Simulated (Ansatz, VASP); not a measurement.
**TlCl: VASP beside Ansatz**

```
Tl Cl
1.0
     3.76923    0.00000    0.00000
     0.00000    3.76923    0.00000
     0.00000    0.00000    3.76923
Tl Cl
1 1
Direct
  0.00000 0.00000 0.00000
  0.50000 0.50000 0.50000
```

Alike in both runs: functional PBEsol; k mesh 12 × 12 × 12; occupations fermi-dirac, width 0.1 eV; no spin polarisation.

Ansatz relaxed the structure, and its values are those at the end. VASP's run is a single point on that final structure, the one shown.

|  | VASP | Ansatz |
| --- | --- | --- |
| version | VASP 6.6.1 | Ansatz 0.2.0 |
| potentials or method | VASP PAW PBE potentials, release 64 (Tl_d, Cl) | PAW with Ansatz's default frozen-core files, scalar-relativistic |
| plane-wave cutoff (eV) | 500 | 420 |
| valence electrons in the cell | 20 | 20 |

|  | VASP | Ansatz | Ansatz less VASP |
| --- | --- | --- | --- |
| pressure (GPa) | -0.1 | 0.0 | +0.07 |

VASP's potentials were made for PBE, not for PBEsol. With one functional, cell and mesh, what is left measures potentials, basis and numerics.

Neither program's run includes spin-orbit coupling.
